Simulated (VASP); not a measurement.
# ZnS (Amm2) in VASP: single point with r2SCAN

Aim: the single point of ZnS with r2SCAN.

Everything below comes from runs of VASP 6.6.1. Logs are shortened: lines on timing, memory, paths and dates and some standing lists are left out, and cuts for length are marked.

### Step 1. The cell of the first run

It takes space group Amm2 (No. 38, orthorhombic). The conventional cell has a = 3.811 Å, b = 3.811 Å, c = 21.556 Å, α = 90.00°, β = 90.00°, γ = 90.00°. Within 3.1 Å of Zn (site symmetry mm2) lie 4 S at 2.33 Å. Zn (site symmetry mm2) has 4 S at 2.33 Å within 3.1 Å. Zn (site symmetry mm2) has 4 S at 2.33 Å within 3.1 Å. Within 1.8 Å of Zn (site symmetry mm2) lie 1 S at 1.35 Å. Within 3.1 Å of S (site symmetry mm2) lie 4 Zn at 2.33 Å. S (site symmetry mm2) has 4 Zn at 2.33 Å within 3.1 Å. S (site symmetry mm2) has 4 Zn at 2.33 Å within 3.1 Å. Within 1.8 Å of S (site symmetry mm2) lie 1 Zn at 1.35 Å.

### Step 2. Single point, r2SCAN

Input file POSCAR:

```
ZnS
1.0
   -2.6945131931     -2.6945131931      0.0000000000
    2.6945131931     -2.6945131931      0.0000000000
    1.3472565966     -1.3472565966     10.7780527726
Zn S
4 4
Direct
    0.5000000000      0.4062500000      0.1875000000
    0.0000000000     -0.2187500000      0.4375000000
    0.5000000000      0.1562500000      0.6875000000
    0.0000000000     -0.4687500000      0.9375000000
    0.5000000000     -0.1562500000      0.3125000000
    0.0000000000      0.2187500000      0.5625000000
    0.5000000000     -0.4062500000      0.8125000000
    0.0000000000      0.4687500000      0.0625000000
```

Input file INCAR.step1:

```
SYSTEM = ZnS
ALGO = Normal
EDIFF = 1E-4
ENCUT = 520
GGA = PE
ISMEAR = 0
ISYM = 0
LASPH = .TRUE.
LCHARG = .FALSE.
LREAL = .FALSE.
LWAVE = .TRUE.
NBANDS = 46
NELM = 80
PREC = Accurate
SIGMA = 0.05
```

Input file INCAR.step2:

```
SYSTEM = ZnS
ALGO = Normal
EDIFF = 1E-6
ENCUT = 520
ISIF = 2
ISMEAR = 0
ISTART = 1
ISYM = 0
LASPH = .TRUE.
LCHARG = .FALSE.
LMIXTAU = .TRUE.
LREAL = .FALSE.
LWAVE = .FALSE.
METAGGA = R2SCAN
NBANDS = 46
NELM = 80
PREC = Accurate
SIGMA = 0.05
```

Input file KPOINTS:

```
k-points
0
G
  6 6 2
  0 0 0
```

Potentials or basis: VASP PAW PBE potentials, release 64 (Zn, S).

On the command line:

```console
> cat potpaw_PBE.64/Zn/POTCAR potpaw_PBE.64/S/POTCAR > POTCAR
> cp INCAR.step1 INCAR
> mpirun -np 1 vasp_std > vasp.out
> cp INCAR.step2 INCAR
> mpirun -np 1 vasp_std > vasp.out
```

OUTCAR:

```text
SYSTEM = ZnS
   EDIFF = 1E-6
   ENCUT = 520
   ISIF = 2
   ISMEAR = 0
   ISTART = 1
   ISYM = 0
   LASPH = .TRUE.
   LREAL = .FALSE.
   METAGGA = R2SCAN
   NELM = 80
   PREC = Accurate

 ion  position               nearest neighbor table
   1  0.500  0.406  0.188-   5 2.33   8 2.33   8 2.33   5 2.33
   2  0.000  0.781  0.438-   6 2.33   5 2.33   5 2.33   6 2.33
   3  0.500  0.156  0.688-   7 2.33   6 2.33   6 2.33   7 2.33
   4  0.000  0.531  0.938-   8 1.35   7 2.33   7 2.33
   5  0.500  0.844  0.312-   1 2.33   2 2.33   2 2.33   1 2.33
   6  0.000  0.219  0.562-   2 2.33   3 2.33   3 2.33   2 2.33
   7  0.500  0.594  0.812-   3 2.33   4 2.33   4 2.33   3 2.33
   8  0.000  0.469  0.062-   4 1.35   1 2.33   1 2.33

 -----------------------------------------------------------------------------
|                                                                             |
|           W    W    AA    RRRRR   N    N  II  N    N   GGGG   !!!           |
|           W    W   A  A   R    R  NN   N  II  NN   N  G    G  !!!           |
|           W    W  A    A  R    R  N N  N  II  N N  N  G       !!!           |
|           W WW W  AAAAAA  RRRRR   N  N N  II  N  N N  G  GGG   !            |
|           WW  WW  A    A  R   R   N   NN  II  N   NN  G    G                |
|           W    W  A    A  R    R  N    N  II  N    N   GGGG   !!!           |
|                                                                             |
|     The distance between some ions is very small. Please check the          |
|     nearest-neighbor list in the OUTCAR file.                               |
|     I HOPE YOU KNOW WHAT YOU ARE DOING!                                     |
|                                                                             |
 -----------------------------------------------------------------------------

IMPORTANT INFORMATION: All symmetrisations will be switched off!
NOSYMM: (Re-)initialisation of all symmetry stuff for point group C_1.

----------------------------------------------------------------------------------------

                                     Primitive cell

  volume of cell :     156.5060

  direct lattice vectors                    reciprocal lattice vectors
    -2.694513193 -2.694513193  0.000000000    -0.185562276 -0.185562276  0.000000000
     2.694513193 -2.694513193  0.000000000     0.185562276 -0.185562276 -0.046390569
     1.347256597 -1.347256597 10.778052773     0.000000000  0.000000000  0.092781138

  length of vectors
     3.810617102  3.810617102 10.945164331     0.262424687  0.266493529  0.092781138

  position of ions in fractional coordinates (direct lattice)
     0.500000000  0.406250000  0.187500000
     0.000000000  0.781250000  0.437500000
     0.500000000  0.156250000  0.687500000
     0.000000000  0.531250000  0.937500000
     0.500000000  0.843750000  0.312500000
     0.000000000  0.218750000  0.562500000
     0.500000000  0.593750000  0.812500000
     0.000000000  0.468750000  0.062500000

  ion indices of the primitive-cell ions
   primitive index   ion index
                 1           1
                 2           2
                 3           3
                 4           4
                 5           5
                 6           6
                 7           7
                 8           8

----------------------------------------------------------------------------------------

 KPOINTS: k-points

Automatic generation of k-mesh.
 Grid dimensions read from file:
 generate k-points for:    6    6    2

 Generating k-lattice:

  Cartesian coordinates                     Fractional coordinates (reciprocal lattice)
    -0.030927046 -0.030927046  0.000000000     0.166666667  0.000000000  0.000000000
     0.030927046 -0.030927046 -0.007731761     0.000000000  0.166666667  0.000000000
     0.000000000  0.000000000  0.046390569     0.000000000  0.000000000  0.500000000

  Length of vectors
     0.043737448  0.044415588  0.046390569

  Shift w.r.t. Gamma in fractional coordinates (k-lattice)
     0.000000000  0.000000000  0.000000000

 -----------------------------------------------------------------------------
|                                                                             |
|           W    W    AA    RRRRR   N    N  II  N    N   GGGG   !!!           |
|           W    W   A  A   R    R  NN   N  II  NN   N  G    G  !!!           |
|           W    W  A    A  R    R  N N  N  II  N N  N  G       !!!           |
|           W WW W  AAAAAA  RRRRR   N  N N  II  N  N N  G  GGG   !            |
|           WW  WW  A    A  R   R   N   NN  II  N   NN  G    G                |
|           W    W  A    A  R    R  N    N  II  N    N   GGGG   !!!           |
|                                                                             |
|     Your reciprocal lattice and k-lattice belong to different lattice       |
|     classes:                                                                |
|                                                                             |
|        The reciprocal lattice is base centered orthorhombic,                |
|        whereas your k-lattice is simple monoclinic.                         |
|                                                                             |
|     Results are often still useful ...                                      |
|                                                                             |
 -----------------------------------------------------------------------------

 WARNING: IBZKPT: internal override: KBLOWUP is changed to .FALSE.
      ... skipping the blow-up phase ...

 Subroutine IBZKPT returns following result:
 ===========================================

 Found     40 irreducible k-points:

 Following reciprocal coordinates:
            Coordinates               Weight
  0.000000  0.000000  0.000000      1.000000
  0.166667  0.000000  0.000000      2.000000
  0.333333  0.000000  0.000000      2.000000
  0.500000  0.000000  0.000000      1.000000
  0.000000  0.166667  0.000000      2.000000
  0.166667  0.166667  0.000000      2.000000
[... 16 lines left out ...]
  0.333333  0.000000  0.500000      2.000000
  0.500000  0.000000  0.500000      1.000000
 [... further k-points ...]
   k-points           NKPTS =     40   k-points in BZ     NKDIM =     40   number of bands    NBANDS=     46
   number of dos      NEDOS =    301   number of ions     NIONS =      8
   total plane-waves  NPLWV =  65856
   dimension x,y,z NGX =    28 NGY =   28 NGZ =   84
   dimension x,y,z NGXF=    56 NGYF=   56 NGZF=  168
   ions per type =               4   4
   NGX,Y,Z   is equivalent  to a cutoff of  12.22, 12.22, 12.76 a.u.
   NGXF,Y,Z  is equivalent  to a cutoff of  24.43, 24.43, 25.52 a.u.
 SYSTEM =  ZnS
   PREC   = accura    normal or accurate (medium, high low for compatibility)
   ISTART =      1    job   : 0-new  1-cont  2-samecut
   ICHARG =      0    charge: 1-file 2-atom 10-const
   ISPIN  =      1    spin polarized calculation?
   LNONCOLLINEAR =      F non collinear calculations
   LSORBIT =      F    spin-orbit coupling
   LASPH  =      T    aspherical Exc in radial PAW
   ENCUT  =  520.0 eV  38.22 Ry    6.18 a.u.   7.09  7.09 20.35*2*pi/ulx,y,z
   NELM   =     80;   NELMIN=  2; NELMDL=  0     # of ELM steps
   EDIFF  = 0.1E-05   stopping-criterion for ELM
   LREAL  =      F    real-space projection
   EDIFFG = 0.1E-04   stopping-criterion for IOM
   NSW    =      0    number of steps for IOM
   IBRION =     -1    ionic relax: 0-MD 1-quasi-New 2-CG
   NFREE  =      0    steps in history (QN), initial steepest desc. (CG)
   ISIF   =      2    stress and relaxation
   ISYM   =      0    0-nonsym 1-usesym 2-fastsym
   POTIM  = 0.5000    time-step for ionic-motion
   TEBEG  =    0.0;   TEEND  =   0.0 temperature during run
   PSTRESS=    0.0 pullay stress
   NELECT =      72.0000    total number of electrons
   NUPDOWN=      -1.0000    fix difference up-down
   EMIN   =  10.00;   EMAX   =-10.00  energy-range for DOS
   EFERMI =   0.00;   METHOD = LEGACY
   ISMEAR =     0;   SIGMA  =   0.05  broadening in eV -4-tet -1-fermi 0-gaus
   EFERMI_NEDOS =   21; number of points for ismear=-14 and -15
   IALGO  =     38    algorithm
   IMIX   =      4    mixing-type and parameters
     AMIX     =   0.40;   BMIX     =  1.00
     AMIX_MAG =   1.60;   BMIX_MAG =  1.00
  volume/ion in A,a.u.               =      19.56       132.02
  Fermi-wavevector in a.u.,A,eV,Ry     =   1.263791  2.388219 21.730795  1.597168
  Thomas-Fermi vector in A             =   2.397130
   LORBIT       =      0    0 simple, 1 ext, 2 COOP (PROOUT), +10 PAW based schemes
   METAGGA = R2SCAN    functional components
   LHFCALC =     F    Hartree Fock is set to
   AEXX    =    0.0000 exact exchange contribution
   IVDW    =     0    specifies the selected vdW correction
   LEPSILON=     F    determine dielectric tensor
   LRPA    =     F    only Hartree local field effects (RPA)
 non-spin polarized calculation
 Gauss-broadening in eV      SIGMA  =   0.05
  energy-cutoff  :      520.00
  volume of cell :      156.51
 maximum number of plane-waves:      4240
   NGX = 15   NGY = 15   NGZ = 41

 number of electron      72.0000015 magnetization

 Free energy of the ion-electron system (eV)
  ---------------------------------------------------
  ext. energy  EPLUGINS =         0.00000000
  ---------------------------------------------------
  free energy    TOTEN  =       -57.30212297 eV

  energy without entropy =      -57.30212297  energy(sigma->0) =      -57.30212297

 E-fermi :   2.4245     XC(G=0): -10.2123

 val. band max:        2.1327647737   @ k =   0.0000   0.0000   0.0000
 cond. band min:       4.6863645608   @ k =   0.0000   0.0000   0.0000
 fundamental gap:      2.5535997871
 Fermi energy:         2.4245117933

 k-point     1 :       0.0000    0.0000    0.0000
  band No.  band energies     occupation
      1     -14.3507      2.00000
      2     -11.6573      2.00000
      3     -11.2878      2.00000
      4     -10.7635      2.00000
      5      -9.8352      2.00000
      6      -9.6671      2.00000
[... 38 lines left out ...]
     45       9.2546      0.00000
     46       9.3158      0.00000

 k-point     2 :       0.1667    0.0000    0.0000
  band No.  band energies     occupation
      1     -14.3136      2.00000
      2     -11.5497      2.00000
      3     -11.2163      2.00000
      4     -10.7380      2.00000
      5      -9.7999      2.00000
      6      -9.6647      2.00000
[... 38 lines left out ...]
     45       9.2356      0.00000
     46       9.4880      0.00000

 k-point     3 :       0.3333    0.0000    0.0000
  band No.  band energies     occupation
      1     -14.2388      2.00000
      2     -11.3193      2.00000
      3     -11.0426      2.00000
      4     -10.7167      2.00000
      5      -9.6889      2.00000
      6      -9.6599      2.00000
[... 38 lines left out ...]
     45       9.4540      0.00000
     46       9.7594      0.00000

 k-point     4 :       0.5000    0.0000    0.0000
  band No.  band energies     occupation
      1     -14.2012      2.00000
      2     -11.2119      2.00000
      3     -10.8395      2.00000
      4     -10.8047      2.00000
      5      -9.6575      2.00000
      6      -9.6084      2.00000
[... 920 lines left out ...]
     45       8.9612      0.00000
     46       9.3151      0.00000

 k-point    23 :       0.3333    0.0000    0.5000
  band No.  band energies     occupation
      1     -14.2388      2.00000
      2     -11.3260      2.00000
      3     -11.0280      2.00000
      4     -10.7266      2.00000
      5      -9.6862      2.00000
      6      -9.6599      2.00000
[... 38 lines left out ...]
     45       9.6541      0.00000
     46       9.7240      0.00000

 k-point    24 :       0.5000    0.0000    0.5000
  band No.  band energies     occupation
      1     -14.2013      2.00000
      2     -11.2125      2.00000
      3     -10.8396      2.00000
      4     -10.8034      2.00000
      5      -9.6575      2.00000
      6      -9.6097      2.00000
[... 38 lines left out ...]
     45       9.4395      0.00000
     46      10.2214      0.00000

 [... further k-points ...]

------------------------ aborting loop because EDIFF is reached ----------------------------------------

  FORCE on cell =-STRESS in cart. coord.  units (eV):
  Direction    XX          YY          ZZ          XY          YZ          ZX
  --------------------------------------------------------------------------------------
  -------------------------------------------------------------------------------------
  Total        0.6249316      0.6249324    107.6527329     -0.0655362      0.0022304     -0.0022768
  in kB        6.3975268      6.3975357   1102.0586601     -0.6709043      0.0228331     -0.0233081
  external PRESSURE =     371.6179075 kB  Pullay stress =       0.0000000 kB

 VOLUME and BASIS-vectors are now :
 -----------------------------------------------------------------------------
  energy-cutoff  :      520.00
  volume of cell :      156.51
      direct lattice vectors                 reciprocal lattice vectors
    -2.694513193 -2.694513193  0.000000000    -0.185562276 -0.185562276  0.000000000
     2.694513193 -2.694513193  0.000000000     0.185562276 -0.185562276 -0.046390569
     1.347256597 -1.347256597 10.778052773     0.000000000  0.000000000  0.092781138

 POSITION                                       TOTAL-FORCE (eV/Angst)
 -----------------------------------------------------------------------------------
      0.00000     -2.69451      2.02088        -0.002825      0.002817      0.364873
      2.69451     -2.69451      4.71540        -0.002830      0.002821     -0.017364
      0.00000     -2.69451      7.40991        -0.002681      0.002672     -0.179103
      2.69451     -2.69451     10.10442        -0.007130      0.007149    -76.393023
      1.34726     -4.04177      3.36814         0.003827     -0.003819      0.016999
      1.34726     -1.34726      6.06265         0.003847     -0.003839      0.015735
      1.34726     -4.04177      8.75717         0.003851     -0.003869     -1.332741
      1.34726     -1.34726      0.67363         0.003940     -0.003931     77.524622
 -----------------------------------------------------------------------------------
    total drift:                               -0.029702      0.029701      0.048131

  FREE ENERGIE OF THE ION-ELECTRON SYSTEM (eV)
  ---------------------------------------------------
  free  energy   TOTEN  =       -57.3021229691 eV

  energy  without entropy=      -57.3021229691  energy(sigma->0) =      -57.30212297
```

Run time: 9.1 min. Hardware: 1 thread of Intel Xeon Platinum 8488C (Sapphire Rapids), shared host; peak memory 0.39 GiB.

Results:

* Free energy: -57.3021 eV
* Pressure: 37.2 GPa
* Largest force: 77.525 eV/Å
* Band gap on the k mesh: 2.55 eV

Forces in eV/Å, atoms in the order of the input:
```
Zn   -0.003   0.003   0.365
Zn   -0.003   0.003  -0.017
Zn   -0.003   0.003  -0.179
Zn   -0.007   0.007 -76.393
S     0.004  -0.004   0.017
S     0.004  -0.004   0.016
S     0.004  -0.004  -1.333
S     0.004  -0.004  77.525
```

Caveat: atoms lie so close that the PAW spheres overlap strongly, which falsifies energies and pressures; the cell stands under pressure; the PAW data sets were made with another functional, which shifts forces and pressure a little.
